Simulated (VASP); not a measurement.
A run of VASP 6.6.1:

The input POSCAR:

```
Zn
1.0
    2.3126553924     -1.3341501334      0.0000000000
    2.3126553924      1.3341501334      0.0000000000
   -1.6229345964      0.0000000000      7.4435898014
Zn
3
Direct
    0.7780178600      0.7780178600      0.3345049800
    0.2219821400      0.2219821400      0.6654950200
    0.0000000000      0.0000000000      0.0000000000
```

File INCAR.step1:

```
  PREC = Accurate
  ENCUT = 520
  ISMEAR = -1
  SIGMA = 0.05
  LREAL = False
  LASPH = True
  NELM = 100
  NBANDS = 25
  GGA = PE
  ALGO = Normal
  EDIFF = 1E-4
  LWAVE = True
  LCHARG = False
```

Contents of INCAR.step2:

```
  PREC = Accurate
  ENCUT = 520
  EDIFF = 1E-6
  ISMEAR = -1
  SIGMA = 0.05
  LREAL = False
  LASPH = True
  NELM = 100
  ALGO = Normal
  ISIF = 2
  LWAVE = False
  LCHARG = False
  METAGGA = R2SCAN
  LMIXTAU = True
  NBANDS = 25
  ISTART = 1
```

KPOINTS

```
regular mesh
0
Gamma
  12 12 4
```

Potentials or basis: VASP PAW PBE potentials, release 64 (Zn).

The run is started by

```console
$ cat potpaw_PBE.64/Zn/POTCAR > POTCAR
$ cp INCAR.step1 INCAR
$ mpirun -np 1 vasp_std > vasp.out
$ cp INCAR.step2 INCAR
$ mpirun -np 1 vasp_std > vasp.out
```

Hardware: 1 thread of AMD EPYC 7R13 Processor (Zen 3), on a shared host.

Q: How long does it take, and how much memory?

A: Run time: 6.1 min on 1 thread of AMD EPYC 7R13 Processor (Zen 3) (shared host), peak memory 0.24 GiB. Counts: k points 164.
